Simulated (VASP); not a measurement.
Wanted: the native input for a VASP 6.6.1 run.

```yaml
Task: single point
Functional: PBE
Potentials_or_basis: VASP PAW PBE potentials, release 64 (W_sv)
Cutoff: 520 eV
k_mesh: 22 × 22 × 22
Occupations: gaussian, width 0.15 eV
Spin: no spin polarisation
Dipole_correction: no
Further_INCAR_settings: ALGO = Fast; EDIFF = 1e-07; NBANDS = 13
```

The structure of W lies in POSCAR:

```
W
1.0
   -1.7274382296      1.5319816822      1.5319816822
    1.5319816822     -1.7274382296      1.5319816822
    1.5319816822      1.5319816822     -1.7274382296
W
1
Direct
    0.0000000000      0.0000000000      0.0000000000
```

These files were run (other wordings do the same):

INCAR

```
ALGO = Fast ; EDIFF = 1E-7
ENCUT = 520 ; GGA = PE
ISIF = 2 ; ISMEAR = 0
LASPH = True ; LCHARG = True
LELF = True ; LREAL = False
LVHAR = True ; LWAVE = False
NBANDS = 13 ; NELM = 80
PREC = Accurate ; SIGMA = 0.15
```

KPOINTS

```
k-points
0
Gamma
  22 22 22
```

Potentials or basis: VASP PAW PBE potentials, release 64 (W_sv).

The run is started by

```sh
$ cat potpaw_PBE.64/W_sv/POTCAR > POTCAR
$ mpirun -np 1 vasp_std > vasp.out
```

Results of the run:

| Property | Result |
| --- | --- |
| Pressure | 66.9 GPa |
| Band gap on the k mesh | zero (band 7 reaches 17.52 eV, above the bottom of band 8 at 11.84 eV) |

Caveat: spin-orbit coupling is left out, which moves the levels of the heavy elements.

Run time: 2.4 min on 1 thread of Intel Xeon 6975P-C, on a shared host, peak memory 0.3 GiB.
